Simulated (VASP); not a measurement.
SnSe2: single point with PBE+D3(BJ)

Crystal: SnSe2.

```
Sn Se
1.0
     3.64710    0.00000    0.00000
    -1.82355    3.15848    0.00000
     0.00000    0.00000    6.31221
Sn Se
1 2
Direct
  0.00000 0.00000 0.00000
  0.33333 0.66667 0.26515
  0.66667 0.33333 0.73485
```

This cell differs from its parent crystal: strain -0.050 along x and y, +0.050 along z.

```
Program                : VASP 6.6.1
Task                   : single point
Functional             : PBE
Dispersion             : D3(BJ)
Potentials or basis    : VASP PAW PBE potentials, release 64 (Sn_d, Se)
Cutoff                 : 520 eV
k mesh                 : 12 × 12 × 6
Occupations            : gaussian, width 0.03 eV
Spin                   : no spin polarisation
Dipole correction      : no
Further INCAR settings : ALGO = Normal; EDIFF = 1e-06; NBANDS = 20
```

| Property | Result |
| --- | --- |
| Pressure | 4.1 GPa |
| Largest force | 0.159 eV/Å |
| Band gap on the k mesh | 0.15 eV, indirect (least direct gap 0.96 eV) |
| Dispersion energy per atom | -0.384 eV |

Forces on the atoms (eV/Å):
```
Sn   0.000  0.000  0.000
Se   0.000  0.000 -0.159
Se   0.000  0.000  0.159
```

Stress tensor (GPa, compression positive):
```
 6.81  0.00  0.00
 0.00  6.81  0.00
 0.00  0.00 -1.24
```

Levels at points of the mesh, in eV from the valence-band top:
```tsv
k point	band 10	band 11	band 12	band 13	band 14	band 15	band 16	band 17
(0.00, 0.00, 0.00)	-0.44	-0.44	-0.23	-0.23	1.09	3.46	4.86	4.86
(0.50, 0.00, 0.00)	-3.76	-2.52	-2.12	-0.46	1.04	3.45	4.70	4.91
(0.00, 0.00, 0.50)	-0.57	-0.57	-0.03	-0.03	2.94	3.34	4.59	4.59
(0.50, 0.00, 0.50)	-2.69	-2.29	-1.40	-0.93	0.15	3.18	4.37	5.12
```

Run time: 83 s on 1 thread of AMD EPYC 7R13 Processor (Zen 3) (shared host), peak memory 0.26 GiB.

Caveat: the cell differs from its parent crystal (strain -0.050 along x and y, +0.050 along z); spin-orbit coupling is left out, which moves the levels of the heavy elements. A k mesh can miss the band edges.
